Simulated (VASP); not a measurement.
Write the native input for VASP 6.6.1 that does the following.

```yaml
Task: single point
Functional: PBEsol
Potentials_or_basis: VASP PAW PBE potentials, release 64 (Rh_pv, C)
Cutoff: 520 eV
k_mesh: 12 × 12 × 12
Occupations: gaussian, width 0.05 eV
Spin: no spin polarisation
Dipole_correction: no
Further_INCAR_settings: ALGO = Normal; EDIFF = 1e-07; NBANDS = 18
```

The structure of RhC2 lies in POSCAR:

```
RhC2
1.0
    0.0000000000      2.4412493123      2.4412493123
    2.4412493123      0.0000000000      2.4412493123
    2.4412493123      2.4412493123      0.0000000000
Rh C
1 2
Direct
    0.0163850533      0.0163850533     -0.0163850533
    0.2500000000      0.2500000000      0.2500000000
    0.7500000000      0.7500000000      0.7500000000
```

This cell differs from its parent crystal: atom 1 (Rh) moved 0.08 Å along z.

The input as run:

INCAR

```
PREC = Accurate
ENCUT = 520
EDIFF = 1E-7
ISMEAR = 0
SIGMA = 0.05
LREAL = False
LASPH = True
NELM = 60
ALGO = Normal
ISIF = 2
LWAVE = False
LCHARG = False
GGA = PS
NBANDS = 18
```

KPOINTS

```
regular mesh
0
Gamma
  12 12 12
```

Potentials or basis: VASP PAW PBE potentials, release 64 (Rh_pv, C).

Run with:

```sh
$ cat potpaw_PBE.64/Rh_pv/POTCAR potpaw_PBE.64/C/POTCAR > POTCAR
$ mpirun -np 1 vasp_std > vasp.out
```

It gave:

```json
{
  "Pressure": "0.6 GPa",
  "Largest force": "0.419 eV/Å",
  "Band gap on the k mesh": "zero (an odd number of electrons rules out a gap without spin polarisation)"
}
```

Caveat: the cell differs from its parent crystal (atom 1 (Rh) moved 0.08 Å along z); the PAW data sets were made with another functional, which shifts forces and pressure a little.

Run time: 46 s on 1 thread of Intel(R) Xeon(R) 6975P-C (Granite Rapids), with other jobs on the host, peak memory 0.22 GiB.
